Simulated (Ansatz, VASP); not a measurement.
**MgO: VASP beside Ansatz**

```
Mg O
1.0
     3.30779    0.00000    0.00000
    -1.65389    2.86463    0.00000
     0.00000    0.00000    4.98288
Mg O
2 2
Direct
  0.33333 0.66667 0.00216
  0.66667 0.33333 0.50216
  0.33333 0.66667 0.40244
  0.66667 0.33333 0.90244
```

Alike in both runs: task single point; functional PBEsol; k mesh 6 × 6 × 4; no spin polarisation.

|  | VASP | Ansatz |
| --- | --- | --- |
| version | VASP 6.6.1 | Ansatz 0.2.0 |
| potentials or method | VASP PAW PBE potentials, release 64 (Mg, O) | plane waves, PAW |
| plane-wave cutoff (eV) | 520 | 420 |
| occupations | gaussian, width 0.01 eV | fixed |
| valence electrons in the cell | 16 | 32 |

VASP gave:

* gap on the k mesh at the Fermi level (eV): 3.34
* pressure (GPa): 0.1

Task: What did Ansatz give for the same quantities?

Result: gap on the k mesh at the Fermi level (eV): 3.34; pressure (GPa): 0.3.

VASP's potentials were made for PBE, not for PBEsol. VASP's potentials hold 16 valence electrons a cell and Ansatz's 32, so a difference there can come from the potentials and not from the codes.
